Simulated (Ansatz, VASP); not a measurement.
Bi: VASP beside Ansatz

```
Bi
1.0
     2.31197    1.33482    4.01524
    -2.31197    1.33482    4.01524
     0.00000   -2.66964    4.01524
Bi
2
Direct
  0.76600 0.76600 0.76600
  0.23400 0.23400 0.23400
```

Change from the starting cell: volume scaled by 1.06.

Alike in both runs: task single point; functional PBEsol; k mesh 7 × 7 × 7; occupations fermi-dirac, width 0.05 eV; no spin polarisation.

|  | VASP | Ansatz |
| --- | --- | --- |
| version | VASP 6.6.1 | Ansatz 0.2.0 |
| potentials or method | VASP PAW PBE potentials, release 64 (Bi_d), cutoff 520 eV | all-electron LAPW, scalar-relativistic |

Ansatz gave:

```
gap on the k mesh at the Fermi level (eV)                     : 0.24
least direct gap on the mesh (eV)                             : 0.48
pressure (GPa)                                                : -2.8
traceless stress, the component that is largest in VASP (GPa) : 0.16
rms of the force components (eV/Å)                            : 0.067
```

Task: Which values does VASP return?

Result: gap on the k mesh at the Fermi level (eV): 0.24; least direct gap on the mesh (eV): 0.48; pressure (GPa): -2.9; traceless stress, the component that is largest in VASP (GPa): 0.16; rms of the force components (eV/Å): 0.065.

VASP's potentials were made for PBE, not for PBEsol. Atom by atom the forces differ by 0.003 eV/Å (rms over components). Ansatz ran all-electron here, and VASP with PAW potentials.

Spin-orbit coupling is off throughout.
